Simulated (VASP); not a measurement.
Here is a VASP 6.6.1 calculation.

The input INCAR:

```
SYSTEM = FeO
  ALGO = Normal
  EDIFF = 1E-6
  ENCUT = 520
  GGA = PE
  ISIF = 2
  ISMEAR = -1
  ISPIN = 2
  LASPH = .TRUE.
  LCHARG = .FALSE.
  LMAXMIX = 4
  LORBIT = 11
  LREAL = .FALSE.
  LWAVE = .FALSE.
  MAGMOM = 3 0
  NBANDS = 18
  NELM = 150
  PREC = Accurate
  SIGMA = 0.05
```

KPOINTS

```
k-points
0
G
  11 11 11
  0 0 0
```

The input POSCAR:

```
FeO
1.0
    0.0000000000      2.1554001600      2.1554001600
    2.1554001600      0.0000000000      2.1554001600
    2.1554001600      2.1554001600      0.0000000000
Fe O
1 1
Direct
    0.0000000000      0.0000000000      0.0000000000
    0.5000000000      0.5000000000      0.5000000000
```

Potentials or basis: VASP PAW PBE potentials, release 64 (Fe, O).

Launch:

```bash
$ cat potpaw_PBE.64/Fe/POTCAR potpaw_PBE.64/O/POTCAR > POTCAR
$ mpirun -np 1 vasp_std > vasp.out
```

Q: What does it give for the band gap on the k mesh?

A: Zero (filled and empty bands overlap).

Q: Predict the net moment.

A: 4.00 μB per cell.

Caveat: a cell with one magnetic atom can't hold antiferromagnetic order, which such compounds often take; semilocal functionals often make such compounds metallic where correlation or magnetic order opens a gap, which also shifts bond lengths.

**What was measured.**

“W\"ustite: Electric, thermodynamic and optical properties of FeO”, 2012, arxiv:1203.1201 quotes, for a bulk crystal of FeO: band gap 2.4 eV (optical).

Measured gap of FeO: 2.4 eV (optical; quoted in “W\"ustite: Electric, thermodynamic and optical properties of FeO”, 2012, arxiv:1203.1201). This calculation gives 0.00 eV (-2.40 eV). So large a miss can be the level of theory's own, or it may mean another phase, state or a wrong row. The value is that of PBE on a finite k mesh, which can miss the band edges, without temperature or zero-point motion. Semilocal functionals fall short of measured gaps as a rule. The run's magnetic order (collinear spin, ferromagnetic start) needn't be the measured crystal's.
